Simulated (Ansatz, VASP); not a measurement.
Two plane-wave programs on ZnS

The input INCAR:

```
PREC = Accurate
ENCUT = 600
EDIFF = 1E-6
ISMEAR = 0
SIGMA = 0.1
LREAL = F
LASPH = T
NELM = 100
ALGO = Normal
ISIF = 3
LWAVE = F
LCHARG = F
GGA = PE
IVDW = 12
IBRION = 2
NSW = 80
EDIFFG = -0.05
```

KPOINTS

```
Automatic mesh
0
Gamma
  6 6 2
```

Contents of POSCAR:

```
ZnS
1.0
    4.0305977447      0.0000000000      0.0000000000
   -2.0152988723      3.4906000393      0.0000000000
    0.0000000000      0.0000000000      9.1322912006
Zn S
3 3
Direct
    0.6512493676      0.6512493676      0.0000000000
    0.3487506324      0.0000000000      0.6666666667
    0.0000000000      0.3487506324      0.3333333333
    0.5435685535      0.5435685535      0.5000000000
    0.4564314465      0.0000000000      0.1666666667
    0.0000000000      0.4564314465      0.8333333333
```

Input for Ansatz:

```yaml
crystal:
  lattice:
    - [4.0305977447, 0.0, 0.0]
    - [-2.0152988723, 3.4906000393, 0.0]
    - [0.0, 0.0, 9.1322912006]
  atoms:
    - { symbol: Zn, position: [0.6512493676, 0.6512493676, 0.0] }
    - { symbol: Zn, position: [0.3487506324, 0.0, 0.6666666667] }
    - { symbol: Zn, position: [0.0, 0.3487506324, 0.3333333333] }
    - { symbol: S, position: [0.5435685535, 0.5435685535, 0.5] }
    - { symbol: S, position: [0.4564314465, 0.0, 0.1666666667] }
    - { symbol: S, position: [0.0, 0.4564314465, 0.8333333333] }
basis:
  ecutwfc: 420
kpoints:
  mp_grid: { grid: [6, 6, 2] }
hamiltonian:
  xc: pbe
  dispersion: d3bj
scf:
  occupations: { method: gaussian, width: 0.1 }
output:
  forces: true
  stress: true
  eigenvalues: true
relax:
  adjacent_minimum: "off"
  f_tol: 0.05
  max_steps: 60
  cell: { stress_tol: 0.5 }
```

Alike in both runs: task relaxation of cell and atoms; functional PBE; dispersion D3(BJ); k mesh 6 × 6 × 2; occupations gaussian, width 0.1 eV; no spin polarisation.

|  | VASP | Ansatz |
| --- | --- | --- |
| version | VASP 6.6.1 | Ansatz 0.2.0 |
| potentials or method | VASP PAW PBE potentials, release 64 (Zn, S), cutoff 600 eV | scalar-relativistic, plane waves, PAW |
| valence electrons in the cell | 54 | 54 |

|  | VASP | Ansatz | Ansatz less VASP |
| --- | --- | --- | --- |
| gap on the k mesh at the Fermi level, each at its own relaxed structure (eV) | 1.59 | 1.60 | +0.012 |
| relaxed volume (Å³/atom) | 17.59 | 17.54 | -0.043 |
| relaxed length of the cell vector where the two differ most in proportion (Å) | 8.656 | 8.613 | -0.0426 |

Noted on VASP's run: the volume moved by over 15 % at a fixed basis, so the end points are rough.
